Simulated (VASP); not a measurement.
A run of VASP 6.6.1 is set up as follows.

File INCAR:

```
PREC = Accurate
ENCUT = 520
EDIFF = 1E-6
ISMEAR = -1
SIGMA = 0.05
LREAL = Auto
LASPH = True
NELM = 100
ALGO = Normal
ISIF = 2
LWAVE = False
LCHARG = True
GGA = PS
LELF = True
LVHAR = True
NBANDS = 97
ISYM = 0
```

File KPOINTS:

```
Automatic mesh
0
Gamma
  4 4 2
  0.5 0.5 0.5
```

File POSCAR:

```
Te4Pt3
1.0
    0.0000000000     -6.9205072317      0.0000000000
    5.9933350697     -3.4602536158      0.0000000000
    0.0000000000     -2.3068357439     11.7283551060
Te Pt
12 9
Direct
    0.2214601926      0.6666666667      0.3356194223
    0.8881268592      0.3333333333      0.3356194223
    0.5547935259      1.0000000000      0.3356194223
    0.1118731408      0.6666666667      0.6643805777
    0.7785398074      0.3333333333      0.6643805777
    0.4452064741      1.0000000000      0.6643805777
    0.3721911395      0.6666666667      0.8834265814
    0.0388578062      0.3333333333      0.8834265814
    0.7055244729      1.0000000000      0.8834265814
    0.9611421938      0.6666666667      0.1165734186
    0.6278088605      0.3333333333      0.1165734186
    0.2944755271      1.0000000000      0.1165734186
    0.6666666667      0.6666666667      0.0000000000
    0.3333333333      0.3333333333      0.0000000000
    0.0000000000      0.0000000000      0.0000000000
    0.5203514071      0.6666666667      0.4389457787
    0.1870180738      0.3333333333      0.4389457787
    0.8536847404      0.0000000000      0.4389457787
    0.8129819262      0.6666666667      0.5610542213
    0.4796485929      0.3333333333      0.5610542213
    0.1463152596      1.0000000000      0.5610542213
```

Potentials or basis: VASP PAW PBE potentials, release 64 (Te, Pt).

Launch:

```sh
$ cat potpaw_PBE.64/Te/POTCAR potpaw_PBE.64/Pt/POTCAR > POTCAR
$ mpirun -np 1 vasp_std > vasp.out
```

Task: What does it give for the band gap on the k mesh?

Result: Zero (bands 81 and 82 overlap by 0.23 eV).

Task: What does it give for the largest force?

Result: 0.028 eV/Å.

Task: Predict the pressure.

Result: -0.1 GPa.

Stress tensor (GPa, compression positive):
```
-0.02  0.00  0.00
 0.00 -0.23 -0.06
 0.00 -0.06 -0.10
```

Caveat: the PAW data sets were made with another functional, which shifts forces and pressure a little; spin-orbit coupling is left out, which moves the levels of the heavy elements.
